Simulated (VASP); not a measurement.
KTaO3:

```
CELL_PARAMETERS angstrom
4.02438 0.00000 0.00000
0.00000 4.02438 0.00000
0.00000 0.00000 4.02438
ATOMIC_POSITIONS crystal
K 0.50000 0.50000 0.50000
Ta 0.00000 0.00000 0.00000
O 0.50000 0.00000 0.00000
O 0.00000 0.50000 0.00000
O 0.00000 0.00000 0.50000
```

```yaml
Program: VASP 6.6.1
Task: relaxation of cell and atoms
Functional: PBEsol
Potentials_or_basis: VASP PAW PBE potentials, release 64 (K_sv, Ta_pv, O)
Cutoff: 600 eV
k_mesh: 8 × 8 × 8
Occupations: gaussian, width 0.02 eV
Spin: no spin polarisation
```

At the start: pressure -5.1 GPa; volume 13.04 Å³/atom.

Problem. How do energy, volume and symmetry change on relaxing?

Solution. Over 3 steps the energy falls by 5.5 meV/atom and the volume is 12.70 Å³/atom (-2.6 %); space group Pm-3m (No. 221, to 0.1 Å) before and after.

Step by step:
| step | energy change (eV) | largest force (eV/Å) | pressure (GPa) | volume (Å³) |
| --- | --- | --- | --- | --- |
| 1 | 0.0000 | 0.0000 | -5.07 | 65.18 |
| 2 | 0.0196 | 0.0000 | 7.42 | 61.36 |
| 3 | -0.0277 | 0.0000 | -0.04 | 63.48 |

Final structure:
```xyz
5
Lattice="3.9892 0.0000 0.0000 0.0000 3.9892 0.0000 0.0000 0.0000 3.9892" Properties=species:S:1:pos:R:3 pbc="T T T"
K     1.9946    1.9946    1.9946
Ta    0.0000    0.0000    0.0000
O     1.9946    0.0000    0.0000
O     0.0000    1.9946    0.0000
O     0.0000    0.0000    1.9946
```

Caveat: the PAW data sets were made with another functional, which shifts forces and pressure a little.
